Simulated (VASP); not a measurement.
Runs of VASP 6.6.1 on Hf. The structure is that of space group Fm-3m (No. 225), or close to it. The cells are those of the table. 

```tsv
cell	gap on the mesh (eV)	pressure (GPa)
a = 3.093, b = 3.093, c = 3.140 Å, angles 59.5, 59.5, 61.0°, 1 atom	none	5.7
a = 3.211, b = 3.211, c = 3.140 Å, angles 60.7, 60.7, 58.5°, 1 atom	none	(b)
a = 3.163, b = 3.163, c = 3.140 Å, angles 60.2, 60.2, 59.5°, 1 atom	none	0.6
a = 3.116, b = 3.116, c = 3.140 Å, angles 59.8, 59.8, 60.5°, 1 atom	none	3.9
a = 3.187, b = 3.187, c = 3.140 Å, angles 60.5, 60.5, 59.0°, 1 atom	none	(a)
```

Alike in all rows: task single point; level r2SCAN; potentials or basis VASP PAW PBE potentials, release 64 (Hf_pv); no spin polarisation; k mesh 18 × 18 × 18; cutoff (eV) 520; smearing gaussian 0.15 eV.

Q: Fill in the values left out.

A: (a) -0.9; (b) -2.4.

Caveats: the PAW data sets were made with another functional, which shifts forces and pressure a little; spin-orbit coupling is left out, which moves the levels of the heavy elements; the cell stands under pressure (at least some runs).

A k mesh can miss the band edges, and the runs leave out spin-orbit coupling on Hf.

A gap of «none» marks levels without a gap at the run's occupations.
